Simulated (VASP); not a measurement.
# Ni2AuS2 (P1) in VASP: single point with r2SCAN+U

Aim: the single point of Ni2AuS2 with r2SCAN+U.

All numbers are computed with VASP 6.6.1; they aren't measurements. Logs are shortened: lines on timing, memory, paths and dates and some standing lists are left out, and cuts for length are marked.

## 1. The cell of the first run

The typed cell holds 5 atoms: a = 3.548 Å, b = 3.493 Å, c = 6.681 Å, α = 76.93°, β = 74.38°, γ = 90.11°.

## 2. Single point, r2SCAN+U, collinear spin, antiferromagnetic start

The input, POSCAR:

```
Ni2AuS2
1.0
   -0.0032890000      3.5481570000     -0.0080330000
    3.4920350000     -0.0032890000      0.0649810000
    1.6292870000      1.7866610000     -6.2285420000
Au Ni S
1 2 2
Direct
    0.9888820000      0.9984880000      0.9922100000
    0.6836690000      0.1824250000      0.5295660000
    0.2190700000      0.8093870000      0.4962380000
    0.3979880000      0.4083870000      0.2959050000
    0.6205220000      0.6886240000      0.7120710000
```

The input, INCAR.step1:

```
ALGO = Normal
EDIFF = 1E-4
ENCUT = 520
GGA = PE
ISMEAR = -5
ISPIN = 2
LASPH = T
LCHARG = F
LDAU = T
LDAUJ = 0 0 0
LDAUL = -1 2 -1
LDAUTYPE = 2
LDAUU = 0 4.22 0
LMAXMIX = 4
LREAL = F
LWAVE = T
MAGMOM = 0 2 -2 0 0
NBANDS = 34
NELM = 150
PREC = Accurate
SIGMA = 0.0105
```

The input, INCAR.step2:

```
ALGO = Normal
EDIFF = 1E-6
ENCUT = 520
ISIF = 2
ISMEAR = -1
ISPIN = 2
ISTART = 1
LASPH = T
LCHARG = F
LDAU = T
LDAUJ = 0 0 0
LDAUL = -1 2 -1
LDAUPRINT = 1
LDAUTYPE = 2
LDAUU = 0 4.22 0
LMAXMIX = 4
LMIXTAU = T
LORBIT = 11
LREAL = F
LWAVE = F
MAGMOM = 0 2 -2 0 0
METAGGA = R2SCAN
NBANDS = 34
NELM = 150
PREC = Accurate
SIGMA = 0.0105
```

The input, KPOINTS:

```
Automatic mesh
0
Gamma
  5 5 3
  0 0 0.5
```

Potentials or basis: VASP PAW PBE potentials, release 64 (Au, Ni, S).

The run is started by

```sh
$ cat potpaw_PBE.64/Au/POTCAR potpaw_PBE.64/Ni/POTCAR potpaw_PBE.64/S/POTCAR > POTCAR
$ cp INCAR.step1 INCAR
$ mpirun -np 1 vasp_std > vasp.out
$ cp INCAR.step2 INCAR
$ mpirun -np 1 vasp_std > vasp.out
```

OUTCAR:

```text
EDIFF = 1E-6
   ENCUT = 520
   ISIF = 2
   ISMEAR = -1
   ISPIN = 2
   ISTART = 1
   LASPH = T
   LORBIT = 11
   LREAL = F
   METAGGA = R2SCAN
   NELM = 150
   PREC = Accurate

 ion  position               nearest neighbor table
   1  0.989  0.998  0.992-   5 2.89   4 2.93   5 2.93   4 3.10   5 3.16   4 3.19   2 3.32
   2  0.684  0.182  0.530-   5 1.85   4 2.09   3 2.19   3 2.30   5 2.34   4 2.61   3 2.75   3 2.83
                             1 3.32
   3  0.219  0.809  0.496-   4 2.13   2 2.19   5 2.20   4 2.20   5 2.26   2 2.30   2 2.75   2 2.83

   4  0.398  0.408  0.296-   2 2.09   3 2.13   3 2.20   2 2.61   1 2.93   1 3.10   1 3.19
   5  0.621  0.689  0.712-   2 1.85   3 2.20   3 2.26   2 2.34   1 2.89   1 2.93   1 3.16

  LATTYP: Found a triclinic cell.
 ALAT       =     6.6680510476
 B/A-ratio  =     0.5321146453
 C/A-ratio  =     0.5237873954
 COS(alpha) =     0.0019106096
 COS(beta)  =     0.2276854464
 COS(gamma) =     0.2622836722

  Lattice vectors:

 A1 = (  -1.6325760000,   1.7614960000,   6.2205090000)
 A2 = (  -0.0032890000,   3.5481570000,  -0.0080330000)
 A3 = (  -3.4920350000,   0.0032890000,  -0.0649810000)

Analysis of symmetry for initial positions (statically):
=====================================================================
 Subroutine PRICEL returns:
 Original cell was already a primitive cell.

 Routine SETGRP: Setting up the symmetry group for a
 triclinic supercell.

 Subroutine GETGRP returns: Found  1 space group operations
 (whereof  1 operations were pure point group operations)
 out of a pool of  2 trial point group operations.

The static configuration has the point symmetry C_1 .

Analysis of symmetry for dynamics (positions and initial velocities):
=====================================================================
 Subroutine PRICEL returns:
 Original cell was already a primitive cell.

 Routine SETGRP: Setting up the symmetry group for a
 triclinic supercell.

 Subroutine GETGRP returns: Found  1 space group operations
 (whereof  1 operations were pure point group operations)
 out of a pool of  2 trial point group operations.

The dynamic configuration has the point symmetry C_1 .

Analysis of structural, dynamic, and magnetic symmetry:
[... 219 lines left out ...]
  o =  0.8920  v =  0.0000  0.0000  0.0000  0.0000  0.0000 -0.2052  0.1642  0.1725  0.2422  0.9179      0.0000  0.0000  0.0000  0.0000  0.0000  0.0000  0.0000  0.0000  0.0000  0.0000
  o =  0.9049  v = -0.6689  0.5137  0.2019 -0.0496 -0.4955  0.0000  0.0000  0.0000  0.0000  0.0000      0.0000  0.0000  0.0000  0.0000  0.0000  0.0000  0.0000  0.0000  0.0000  0.0000
  o =  0.9068  v =  0.0000  0.0000  0.0000  0.0000  0.0000  0.7331 -0.5622 -0.2381  0.0930  0.2847      0.0000  0.0000  0.0000  0.0000  0.0000  0.0000  0.0000  0.0000  0.0000  0.0000
  o =  0.9239  v = -0.2166  0.0648 -0.9572  0.1745 -0.0479  0.0000  0.0000  0.0000  0.0000  0.0000      0.0000  0.0000  0.0000  0.0000  0.0000  0.0000  0.0000  0.0000  0.0000  0.0000
  o =  0.9265  v =  0.0000  0.0000  0.0000  0.0000  0.0000  0.2519 -0.1275  0.9485 -0.1280 -0.0654      0.0000  0.0000  0.0000  0.0000  0.0000  0.0000  0.0000  0.0000  0.0000  0.0000

 number of electron      42.9999998 magnetization      -0.0390882

 Free energy of the ion-electron system (eV)
  ---------------------------------------------------
  ext. energy  EPLUGINS =         0.00000000
  ---------------------------------------------------
  free energy    TOTEN  =       -84.22301828 eV

  energy without entropy =      -84.22168739  energy(sigma->0) =      -84.22235283

 E-fermi :   6.9319     XC(G=0): -12.0168

 val. band max:        6.9257982471   @ k =  -0.4000   0.0000   0.1667
 cond. band min:       6.9348016895   @ k =   0.4000   0.2000   0.5000
 fundamental gap:      0.0090034424
 Fermi energy:         6.9318655238

 spin component 1

 k-point     1 :       0.0000   -0.0000    0.1667
  band No.  band energies     occupation
      1      -8.7854      1.00000
      2      -7.4571      1.00000
      3      -0.4923      1.00000
      4       0.6798      1.00000
      5       1.1073      1.00000
      6       1.2996      1.00000
[... 1721 lines left out ...]
     32      18.2224      0.00000
     33      18.4854      0.00000

 [... further k-points ...]

 [bands above 33 left out]

------------------------ aborting loop because EDIFF is reached ----------------------------------------

  FORCE on cell =-STRESS in cart. coord.  units (eV):
  Direction    XX          YY          ZZ          XY          YZ          ZX
  --------------------------------------------------------------------------------------
  -------------------------------------------------------------------------------------
  Total        5.3648336      2.5483835      2.9928057      0.1859996     -2.1232179      3.2862345
  in kB      110.9096690     52.6839016     61.8716475      3.8452543    -43.8942587     67.9378352
  external PRESSURE =      75.1550727 kB  Pullay stress =       0.0000000 kB

 VOLUME and BASIS-vectors are now :
 -----------------------------------------------------------------------------
  energy-cutoff  :      520.00
  volume of cell :       77.50
      direct lattice vectors                 reciprocal lattice vectors
    -0.003289000  3.548157000 -0.008033000    -0.001233733  0.282017733  0.080574231
     3.492035000 -0.003289000  0.064981000     0.284976902  0.000433214  0.074669669
     1.629287000  1.786661000 -6.228542000     0.002974692 -0.000359201 -0.159876122

 POSITION                                       TOTAL-FORCE (eV/Angst)
 -----------------------------------------------------------------------------------
      5.10010      5.27817     -6.12308        -0.248389     -0.099115     -0.161294
      1.49760      3.37132     -3.29206         5.772983      1.237938      2.167205
      3.63420      1.66124     -3.04000        -1.373132     -0.411291      0.098063
      1.90691      1.93946     -1.81972        -0.571760     -0.753926      0.664521
      3.56283      3.47167     -4.39540        -3.579702      0.026395     -2.768494
 -----------------------------------------------------------------------------------
    total drift:                                0.001125      0.001401      0.004125

  FREE ENERGIE OF THE ION-ELECTRON SYSTEM (eV)
  ---------------------------------------------------
  free  energy   TOTEN  =       -84.2230182795 eV

  energy  without entropy=      -84.2216873902  energy(sigma->0) =      -84.22235283

 total charge

# of ion       s       p       d       tot
------------------------------------------
    1        0.451   0.115   8.909   9.475
    2        0.556   0.695   8.857  10.108
    3        0.489   0.603   8.727   9.819
    4        1.358   2.287   0.000   3.645
    5        1.361   2.326   0.000   3.687
--------------------------------------------------
tot          4.215   6.025  26.492  36.733

 magnetization (x)

# of ion       s       p       d       tot
------------------------------------------
    1       -0.002  -0.000  -0.003  -0.004
    2       -0.000  -0.002  -0.023  -0.026
    3       -0.000   0.000   0.007   0.007
    4       -0.000  -0.005   0.000  -0.005
    5       -0.000  -0.004   0.000  -0.004
--------------------------------------------------
tot         -0.003  -0.011  -0.019  -0.033
```

Run time: 22 min. Hardware: 1 thread of Intel Xeon 6975P-C, shared host; peak memory 0.35 GiB.

What came out:

```
Free energy                                           : -84.2230 eV
Pressure                                              : 7.5 GPa
Largest force                                         : 6.289 eV/Å
Net moment                                            : -0.04 μB per cell
Site moments                                          : Au -0.00; Ni -0.03, +0.01; S -0.01, -0.00 μB
Valence electrons inside the program's atomic spheres : Au 9.47; Ni 10.11, 9.82; S 3.65, 3.69
```

Forces in eV/Å, atoms in the order of the input:
```
Au  -0.248 -0.099 -0.161
Ni   5.773  1.238  2.167
Ni  -1.373 -0.411  0.098
S   -0.572 -0.754  0.665
S   -3.580  0.026 -2.768
```

Levels at points of the mesh, in eV from the Fermi level:
Spin up:
```csv
k point,band 18,band 19,band 20,band 21,band 22,band 23,band 24,band 25
"(0.00, 0.00, 0.50)",-1.40,-1.31,-1.01,-0.47,1.09,1.43,1.89,4.37
```
Spin down:
| k point | band 17 | band 18 | band 19 | band 20 | band 21 | band 22 | band 23 | band 24 | band 25 | band 26 |
| --- | --- | --- | --- | --- | --- | --- | --- | --- | --- | --- |
| (0.00, 0.00, 0.50) | -1.83 | -1.43 | -1.32 | -1.03 | -0.47 | 1.07 | 1.43 | 1.88 | 4.37 | 5.94 |

Eigenvalues of the final occupation matrices:
| site | spin | trace | eigenvalues |
| --- | --- | --- | --- |
| site 2 d | 1 | 4.44 | 0.82 0.87 0.90 0.91 0.93 |
| site 2 d | 2 | 4.46 | 0.83 0.88 0.90 0.91 0.93 |
| site 3 d | 1 | 4.39 | 0.82 0.85 0.89 0.90 0.92 |
| site 3 d | 2 | 4.38 | 0.80 0.85 0.89 0.91 0.93 |

Caveat: the k points lie up to 0.37 Å⁻¹ apart; the starting moments collapsed, and a magnetic state may lie lower; the PAW data sets were made with another functional, which shifts forces and pressure a little; spin-orbit coupling is left out, which moves the levels of the heavy elements.
